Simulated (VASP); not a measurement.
MgO (MgO (100), 4 layers): density of states with PBE

Slab: MgO (MgO (100), 4 layers), a slab with vacuum.

```xyz
8
Lattice="3.0079 0.0000 0.0000 0.0000 3.0079 0.0000 0.0000 0.0000 22.3808" Properties=species:S:1:pos:R:3 pbc="T T T"
Mg    0.0000    0.0000    8.0000
Mg    1.5040    1.5040   10.1269
Mg    0.0000    0.0000   12.2539
Mg    1.5040    1.5040   14.3808
O     1.5040    1.5040    8.0000
O     0.0000    0.0000   10.1269
O     1.5040    1.5040   12.2539
O     0.0000    0.0000   14.3808
```

```json
{
  "Program": "VASP 6.6.1",
  "Task": "density of states",
  "Functional": "PBE",
  "Potentials or basis": "VASP PAW PBE potentials, release 64 (Mg, O)",
  "Cutoff": "520 eV",
  "k mesh": "10 × 10 × 1",
  "Occupations": "fermi-dirac, width 0.02 eV",
  "Spin": "no spin polarisation",
  "Dipole correction": "yes",
  "k mesh for the DOS": "15 × 15 × 1",
  "Occupations for the DOS": "tetrahedron",
  "Further INCAR settings": "ALGO = Normal; EDIFF = 1e-07; NBANDS = 26"
}
```

```yaml
Valence_electrons_inside_the_program's_atomic_spheres: Mg 0.35, 0.39; O 5.04, 5.08
```

Levels at points of the mesh, in eV from the valence-band top:
```tsv
k point	band 13	band 14	band 15	band 16	band 17	band 18	band 19	band 20
(0.00, 0.00, 0.00)	-0.29	-0.29	0.00	0.00	3.22	3.51	4.86	5.51
```

Wall time 110 s on 1 thread of Intel(R) Xeon(R) 6975P-C (Granite Rapids), on a shared host, peak memory 0.35 GiB.
